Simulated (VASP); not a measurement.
Wanted: the native input for a VASP 6.6.1 run.

- Task: band structure
- Functional: PBEsol
- Potentials or basis: VASP PAW PBE potentials, release 64 (Ba_sv, Ti_sv, O)
- Cutoff: 640 eV
- k mesh: 9 × 9 × 9
- Occupations: gaussian, width 0.03 eV
- Spin: no spin polarisation
- Tolerance level: standard
- Purpose: bands
- Route: KPOINTS_OPT
- Further INCAR settings: ALGO = Normal; EDIFF = 1e-06; NBANDS = 45

The structure of BaTiO3 lies in POSCAR:

```
BaTiO3
1.0
    3.9998000000      0.0000000000      0.0000000000
    0.0000000000      3.9998000000      0.0000000000
    0.0000000000      0.0000000000      4.0180000000
Ba Ti O
1 1 3
Direct
    0.0000000000      0.0000000000      0.0000000000
    0.5000000000      0.5000000000      0.4900000000
    0.0000000000      0.5000000000      0.5170000000
    0.5000000000      0.0000000000      0.5170000000
    0.5000000000      0.5000000000      0.0190000000
```

One way to write it, as run:

INCAR

```
SYSTEM = BaTiO3
GGA = PS ; ISMEAR = 0
SIGMA = 0.03 ; LWAVE = .FALSE.
LCHARG = .FALSE. ; NBANDS = 45
PREC = Accurate ; LASPH = .TRUE.
LREAL = .FALSE. ; ALGO = Normal
EDIFF = 1E-6 ; NELM = 120
GGA_COMPAT = .FALSE. ; ENCUT = 640
EFERMI = MIDGAP ; LMAXMIX = 4
```

KPOINTS

```
Automatic mesh
0
Gamma
  9 9 9
  0 0 0
```

KPOINTS_OPT

```
path GXMGZRAZ,XR,MA
32
line-mode
reciprocal
 0.0000000000  0.0000000000  0.0000000000  G
 0.0000000000  0.5000000000  0.0000000000  X

 0.0000000000  0.5000000000  0.0000000000  X
 0.5000000000  0.5000000000  0.0000000000  M

 0.5000000000  0.5000000000  0.0000000000  M
 0.0000000000  0.0000000000  0.0000000000  G

 0.0000000000  0.0000000000  0.0000000000  G
 0.0000000000  0.0000000000  0.5000000000  Z

 0.0000000000  0.0000000000  0.5000000000  Z
 0.0000000000  0.5000000000  0.5000000000  R

 0.0000000000  0.5000000000  0.5000000000  R
 0.5000000000  0.5000000000  0.5000000000  A

 0.5000000000  0.5000000000  0.5000000000  A
 0.0000000000  0.0000000000  0.5000000000  Z

 0.0000000000  0.5000000000  0.0000000000  X
 0.0000000000  0.5000000000  0.5000000000  R

 0.5000000000  0.5000000000  0.0000000000  M
 0.5000000000  0.5000000000  0.5000000000  A
```

Potentials or basis: VASP PAW PBE potentials, release 64 (Ba_sv, Ti_sv, O).

The run is started by

```sh
$ cat potpaw_PBE.64/Ba_sv/POTCAR potpaw_PBE.64/Ti_sv/POTCAR potpaw_PBE.64/O/POTCAR > POTCAR
$ mpirun -np 1 vasp_std > vasp.out
```

Results of the run:

```
Pressure                : -2.2 GPa
Largest force           : 0.328 eV/Å
Band gap on the k mesh  : 1.79 eV (least direct gap 2.02 eV)
Band gap along the path : 1.73 eV (least direct gap 2.01 eV)
```

Caveat: the PAW data sets were made with another functional, which shifts forces and pressure a little; spin-orbit coupling is left out, which moves the levels of the heavy elements.

Wall time 13 min on 1 thread of Intel(R) Xeon(R) Platinum 8375C CPU @ 2.90GHz (Ice Lake) (shared host), peak memory 0.49 GiB.
